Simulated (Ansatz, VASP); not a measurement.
C in VASP and in Ansatz

```xyz
8
Lattice="-2.4683 2.4683 2.4877 2.4683 -2.4683 2.4877 2.4683 2.4683 -2.4877" Properties=species:S:1:pos:R:3 pbc="T T T"
C     0.7953    1.6731    1.2439
C     0.7953    0.7953    0.0000
C     1.6731    1.6731    2.4877
C    -0.7953    3.2636    1.2439
C     1.6731   -1.6731    2.4877
C    -0.7953    1.6731    1.2439
C     0.7953    3.2636    1.2439
C    -1.6731    1.6731    2.4877
```

Alike in both runs: task relaxation of cell and atoms; functional PBE; k mesh 6 × 6 × 6; occupations gaussian, width 0.02 eV; no spin polarisation.

```csv
,VASP,Ansatz
version,VASP 6.6.1,Ansatz 0.2.0
potentials or method,"VASP PAW PBE potentials, release 64 (C), cutoff 600 eV","scalar-relativistic, plane waves, PAW"
valence electrons in the cell,32,32
```

```tsv
	VASP	Ansatz	Ansatz less VASP
gap on the k mesh at the Fermi level, each at its own relaxed structure (eV)	3.29	3.30	+0.017
relaxed volume (Å³/atom)	7.58	7.58	-0.001
relaxed cell length with the largest relative difference (Å)	4.287	4.286	-0.0002
```
